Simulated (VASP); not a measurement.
# CrCoN2 (P6_3/mmc) in VASP: single point with PBE

Aim: the single point of CrCoN2 with PBE.

Program: VASP 6.6.1. These are calculated values, not measurements. Logs are shortened: lines on timing, memory, paths and dates and some standing lists are left out, and cuts for length are marked.

**1. The cell of the first run**

It takes space group P6_3/mmc (No. 194, hexagonal). Conventional cell: a = 2.692 Å, b = 2.692 Å, c = 9.506 Å, α = 90.00°, β = 90.00°, γ = 120.00°. Cr (site symmetry -6m2) has 6 N at 2.03 Å and 6 Cr at 2.69 Å within 2.7 Å. Within 2.5 Å of Co (site symmetry -3m) lie 6 N at 1.88 Å. N (site symmetry 3m) has 3 Co at 1.88 Å and 3 Cr at 2.03 Å within 2.5 Å.

**2. Single point, PBE (strained and its atoms moved)**

Input file INCAR:

```
  ALGO = Normal
  EDIFF = 1E-6
  ENCUT = 520
  GGA = PE
  ISIF = 2
  ISMEAR = 0
  LASPH = True
  LCHARG = False
  LREAL = False
  LWAVE = False
  NBANDS = 41
  NELM = 80
  PREC = Accurate
  SIGMA = 0.1
```

Input file KPOINTS:

```
k-points
0
Gamma
  12 12 4
```

Input file POSCAR:

```
CrCoN2
1.0
    2.6921423767      0.0000000000      0.0000000000
   -1.3460711884      2.3314636889      0.0000000000
    0.0000000000      0.0000000000      9.5055666979
Cr Co N
2 2 4
Direct
    0.3333333333      0.6666666667      0.2500000000
    0.6666666667      0.3333333333      0.7500000000
    0.0000000000      0.0000000000      0.0000000000
    0.0000000000      0.0000000000      0.5000000000
    0.6666666667      0.3333333333      0.1118283818
    0.3333333333      0.6666666667      0.8881716182
    0.3333333333      0.6666666667      0.6118283818
    0.6666666667      0.3333333333      0.3881716182
```

Potentials or basis: VASP PAW PBE potentials, release 64 (Cr_pv, Co, N).

Started as:

```
$ cat potpaw_PBE.64/Cr_pv/POTCAR potpaw_PBE.64/Co/POTCAR potpaw_PBE.64/N/POTCAR > POTCAR
$ mpirun -np 1 vasp_std > vasp.out
```

OUTCAR:

```text
EDIFF = 1E-6
   ENCUT = 520
   GGA = PE
   ISIF = 2
   ISMEAR = 0
   LASPH = True
   LREAL = False
   NELM = 80
   PREC = Accurate

 ion  position               nearest neighbor table
   1  0.333  0.667  0.250-   5 2.03   8 2.03   5 2.03   8 2.03   5 2.03   8 2.03   3 2.84   4 2.84
                             3 2.84   4 2.84   3 2.84   4 2.84
   2  0.667  0.333  0.750-   6 2.03   7 2.03   6 2.03   7 2.03   6 2.03   7 2.03   3 2.84   4 2.84
                             3 2.84   4 2.84   3 2.84   4 2.84
   3  0.000  0.000  0.000-   5 1.88   6 1.88   5 1.88   6 1.88   5 1.88   6 1.88   1 2.84   2 2.84
                             1 2.84   2 2.84   2 2.84   1 2.84
   4  0.000  0.000  0.500-   7 1.88   8 1.88   8 1.88   7 1.88   8 1.88   7 1.88   1 2.84   2 2.84
                             1 2.84   2 2.84   2 2.84   1 2.84
   5  0.667  0.333  0.112-   3 1.88   3 1.88   3 1.88   1 2.03   1 2.03   1 2.03
   6  0.333  0.667  0.888-   3 1.88   3 1.88   3 1.88   2 2.03   2 2.03   2 2.03
   7  0.333  0.667  0.612-   4 1.88   4 1.88   4 1.88   2 2.03   2 2.03   2 2.03
   8  0.667  0.333  0.388-   4 1.88   4 1.88   4 1.88   1 2.03   1 2.03   1 2.03

  LATTYP: Found a hexagonal cell.
 ALAT       =     2.6921423767
 C/A-ratio  =     3.5308558642

  Lattice vectors:

 A1 = (   2.6921423767,   0.0000000000,   0.0000000000)
 A2 = (  -1.3460711884,   2.3314636889,   0.0000000000)
 A3 = (   0.0000000000,   0.0000000000,   9.5055666979)

Analysis of symmetry for initial positions (statically):
=====================================================================
 Subroutine PRICEL returns:
 Original cell was already a primitive cell.

 Routine SETGRP: Setting up the symmetry group for a
 hexagonal supercell.

 Subroutine GETGRP returns: Found 24 space group operations
 (whereof 12 operations were pure point group operations)
 out of a pool of 24 trial point group operations.

The static configuration has the point symmetry D_3d.
 The point group associated with its full space group is D_6h.

Analysis of symmetry for dynamics (positions and initial velocities):
=====================================================================
 Subroutine PRICEL returns:
 Original cell was already a primitive cell.

 Routine SETGRP: Setting up the symmetry group for a
 hexagonal supercell.

 Subroutine GETGRP returns: Found 24 space group operations
 (whereof 12 operations were pure point group operations)
 out of a pool of 24 trial point group operations.

The dynamic configuration has the point symmetry D_3d.
 The point group associated with its full space group is D_6h.

 Subroutine INISYM returns: Found 24 space group operations
 (whereof 12 operations are pure point group operations),
 and found     1 'primitive' translations

----------------------------------------------------------------------------------------

                                     Primitive cell

  volume of cell :      59.6629

  direct lattice vectors                    reciprocal lattice vectors
     2.692142377  0.000000000  0.000000000     0.371451380  0.214457554  0.000000000
    -1.346071188  2.331463689  0.000000000     0.000000000  0.428915108  0.000000000
     0.000000000  0.000000000  9.505566698     0.000000000  0.000000000  0.105201513

  length of vectors
     2.692142377  2.692142377  9.505566698     0.428915108  0.428915108  0.105201513

  position of ions in fractional coordinates (direct lattice)
     0.333333333  0.666666667  0.250000000
     0.666666667  0.333333333  0.750000000
     0.000000000  0.000000000  0.000000000
     0.000000000  0.000000000  0.500000000
     0.666666667  0.333333333  0.111828382
     0.333333333  0.666666667  0.888171618
     0.333333333  0.666666667  0.611828382
     0.666666667  0.333333333  0.388171618

  ion indices of the primitive-cell ions
   primitive index   ion index
                 1           1
                 2           2
                 3           3
                 4           4
                 5           5
                 6           6
                 7           7
                 8           8

----------------------------------------------------------------------------------------

 KPOINTS: k-points

Automatic generation of k-mesh.
 Grid dimensions read from file:
 generate k-points for:   12   12    4

 Generating k-lattice:

  Cartesian coordinates                     Fractional coordinates (reciprocal lattice)
     0.030954282  0.017871463  0.000000000     0.083333333  0.000000000  0.000000000
     0.000000000  0.035742926  0.000000000     0.000000000  0.083333333  0.000000000
     0.000000000  0.000000000  0.026300378     0.000000000  0.000000000  0.250000000

  Length of vectors
     0.035742926  0.035742926  0.026300378

  Shift w.r.t. Gamma in fractional coordinates (k-lattice)
     0.000000000  0.000000000  0.000000000

 Subroutine IBZKPT returns following result:
 ===========================================

 Found     57 irreducible k-points:

 Following reciprocal coordinates:
            Coordinates               Weight
  0.000000  0.000000  0.000000      1.000000
  0.083333 -0.000000  0.000000      6.000000
  0.166667 -0.000000  0.000000      6.000000
  0.250000 -0.000000  0.000000      6.000000
  0.333333 -0.000000  0.000000      6.000000
  0.416667 -0.000000  0.000000      6.000000
[... 16 lines left out ...]
  0.250000 -0.000000  0.250000     12.000000
  0.333333 -0.000000  0.250000     12.000000
 [... further k-points ...]
   k-points           NKPTS =     57   k-points in BZ     NKDIM =     57   number of bands    NBANDS=     41
   number of dos      NEDOS =    301   number of ions     NIONS =      8
   total plane-waves  NPLWV =  28800
   dimension x,y,z NGX =    20 NGY =   20 NGZ =   72
   dimension x,y,z NGXF=    40 NGYF=   40 NGZF=  144
   ions per type =               2   2   4
   NGX,Y,Z   is equivalent  to a cutoff of  12.35, 12.35, 12.59 a.u.
   NGXF,Y,Z  is equivalent  to a cutoff of  24.70, 24.70, 25.18 a.u.
 SYSTEM =  unknown system
   PREC   = accura    normal or accurate (medium, high low for compatibility)
   ISTART =      0    job   : 0-new  1-cont  2-samecut
   ICHARG =      2    charge: 1-file 2-atom 10-const
   ISPIN  =      1    spin polarized calculation?
   LNONCOLLINEAR =      F non collinear calculations
   LSORBIT =      F    spin-orbit coupling
   LASPH  =      T    aspherical Exc in radial PAW
   ENCUT  =  520.0 eV  38.22 Ry    6.18 a.u.   5.01  5.01 17.67*2*pi/ulx,y,z
   NELM   =     80;   NELMIN=  2; NELMDL= -5     # of ELM steps
   EDIFF  = 0.1E-05   stopping-criterion for ELM
   LREAL  =      F    real-space projection
   EDIFFG = 0.1E-04   stopping-criterion for IOM
   NSW    =      0    number of steps for IOM
   IBRION =     -1    ionic relax: 0-MD 1-quasi-New 2-CG
   NFREE  =      0    steps in history (QN), initial steepest desc. (CG)
   ISIF   =      2    stress and relaxation
   ISYM   =      2    0-nonsym 1-usesym 2-fastsym
   POTIM  = 0.5000    time-step for ionic-motion
   TEBEG  =    0.0;   TEEND  =   0.0 temperature during run
   PSTRESS=    0.0 pullay stress
   NELECT =      62.0000    total number of electrons
   NUPDOWN=      -1.0000    fix difference up-down
   EMIN   =  10.00;   EMAX   =-10.00  energy-range for DOS
   EFERMI =   0.00;   METHOD = LEGACY
   ISMEAR =     0;   SIGMA  =   0.10  broadening in eV -4-tet -1-fermi 0-gaus
   EFERMI_NEDOS =   21; number of points for ismear=-14 and -15
   IALGO  =     38    algorithm
   IMIX   =      4    mixing-type and parameters
     AMIX     =   0.40;   BMIX     =  1.00
     AMIX_MAG =   1.60;   BMIX_MAG =  1.00
  volume/ion in A,a.u.               =       7.46        50.33
  Fermi-wavevector in a.u.,A,eV,Ry     =   1.658201  3.133545 37.410993  2.749630
  Thomas-Fermi vector in A             =   2.745823
   LORBIT       =      0    0 simple, 1 ext, 2 COOP (PROOUT), +10 PAW based schemes
   GGA     = PE    functional components
   LHFCALC =     F    Hartree Fock is set to
   AEXX    =    0.0000 exact exchange contribution
   IVDW    =     0    specifies the selected vdW correction
   LEPSILON=     F    determine dielectric tensor
   LRPA    =     F    only Hartree local field effects (RPA)
 non-spin polarized calculation
 Gauss-broadening in eV      SIGMA  =   0.10
  energy-cutoff  :      520.00
  volume of cell :       59.66
 maximum number of plane-waves:      1638
 NGX is ok and might be reduce to    20
   NGX =  9   NGY =  9   NGZ = 35

 number of electron      61.9999979 magnetization

 Free energy of the ion-electron system (eV)
  ---------------------------------------------------
  ext. energy  EPLUGINS =         0.00000000
  ---------------------------------------------------
  free energy    TOTEN  =       -65.31427036 eV

  energy without entropy =      -65.28917087  energy(sigma->0) =      -65.30172062

 E-fermi :  12.5894     XC(G=0): -14.2945

 val. band max:       12.5834866559   @ k =   0.4167  -0.0000   0.5000
 cond. band min:      12.6017322535   @ k =   0.0833   0.0833   0.0000
 fundamental gap:      0.0182455975
 Fermi energy:        12.5893747608

 k-point     1 :       0.0000    0.0000    0.0000
  band No.  band energies     occupation
      1     -31.5237      2.00000
      2     -31.5219      2.00000
      3     -31.1977      2.00000
      4     -31.1977      2.00000
      5     -31.1977      2.00000
      6     -31.1977      2.00000
[... 33 lines left out ...]
     40      15.8976      0.00000
     41      16.0189      0.00000

 k-point     2 :       0.0833   -0.0000    0.0000
  band No.  band energies     occupation
      1     -31.5178      2.00000
      2     -31.5162      2.00000
      3     -31.2284      2.00000
      4     -31.2283      2.00000
      5     -31.2046      2.00000
      6     -31.2046      2.00000
[... 33 lines left out ...]
     40      15.7766      0.00000
     41      15.7831      0.00000

 k-point     3 :       0.1667   -0.0000    0.0000
  band No.  band energies     occupation
      1     -31.5016      2.00000
      2     -31.5003      2.00000
      3     -31.3114      2.00000
      4     -31.3113      2.00000
      5     -31.2233      2.00000
      6     -31.2233      2.00000
[... 875 lines left out ...]
      2     -31.4787      2.00000
      3     -31.4235      2.00000
      4     -31.4234      2.00000
      5     -31.2487      2.00000
      6     -31.2487      2.00000
[... 33 lines left out ...]
     40      15.1000      0.00000
     41      15.5766      0.00000

 k-point    24 :       0.3333   -0.0000    0.2500
  band No.  band energies     occupation
      1     -31.5341      2.00000
      2     -31.5339      2.00000
      3     -31.4573      2.00000
      4     -31.4569      2.00000
      5     -31.2741      2.00000
      6     -31.2741      2.00000
[... 33 lines left out ...]
     40      15.5725      0.00000
     41      15.7270      0.00000

 [... further k-points ...]
[... 5 lines left out ...]
  --------------------------------------------------------------------------------------
  -------------------------------------------------------------------------------------
  Total       13.0499464     13.0499464      8.9123066     -0.0000000      0.0000000      0.0000000
  in kB      350.4407618    350.4407619    239.3293755     -0.0000000      0.0000000      0.0000000
  external PRESSURE =     313.4036331 kB  Pullay stress =       0.0000000 kB

 VOLUME and BASIS-vectors are now :
 -----------------------------------------------------------------------------
  energy-cutoff  :      520.00
  volume of cell :       59.66
      direct lattice vectors                 reciprocal lattice vectors
     2.692142377  0.000000000  0.000000000     0.371451380  0.214457554  0.000000000
    -1.346071188  2.331463689  0.000000000     0.000000000  0.428915108  0.000000000
     0.000000000  0.000000000  9.505566698     0.000000000  0.000000000  0.105201513

 POSITION                                       TOTAL-FORCE (eV/Angst)
 -----------------------------------------------------------------------------------
     -0.00000      1.55431      2.37639        -0.000000      0.000000      0.000000
      1.34607      0.77715      7.12918         0.000000      0.000000      0.000000
      0.00000      0.00000      0.00000        -0.000000      0.000000      0.000000
      0.00000      0.00000      4.75278        -0.000000      0.000000      0.000000
      1.34607      0.77715      1.06299        -0.000000      0.000000      3.059661
     -0.00000      1.55431      8.44257         0.000000     -0.000000     -3.059661
     -0.00000      1.55431      5.81578         0.000000     -0.000000      3.059661
      1.34607      0.77715      3.68979        -0.000000      0.000000     -3.059661
 -----------------------------------------------------------------------------------
    total drift:                               -0.000000      0.000000     -0.000000

  FREE ENERGIE OF THE ION-ELECTRON SYSTEM (eV)
  ---------------------------------------------------
  free  energy   TOTEN  =       -65.3142703639 eV

  energy  without entropy=      -65.2891708662  energy(sigma->0) =      -65.30172062
```

Wall time 2 min (1 thread of AMD EPYC 9R14 (Zen 4), shared host); peak memory 0.22 GiB.

Results:

```
Free energy            : -65.3143 eV
Pressure               : 31.3 GPa
Largest force          : 3.060 eV/Å
Band gap on the k mesh : zero (band 31 reaches 12.95 eV, above the bottom of band 32 at 11.47 eV)
```

Forces in eV/Å, atoms in the order of the input:
```
Cr   0.000  0.000  0.000
Cr   0.000  0.000  0.000
Co   0.000  0.000  0.000
Co   0.000  0.000  0.000
N    0.000  0.000  3.060
N    0.000  0.000 -3.060
N    0.000  0.000  3.060
N    0.000  0.000 -3.060
```

Stress tensor (GPa, compression positive):
```
35.04  0.00  0.00
 0.00 35.04  0.00
 0.00  0.00 23.93
```

Caveat: the cell differs from its parent crystal (strained and its atoms moved); the run has no spin polarisation, though such a crystal can be magnetic; forces of over 1 eV/Å act on the atoms, so gaps and moduli don't describe the material at rest. Spin polarisation is off, so any magnetic state and its effect on volume and gap are missing.
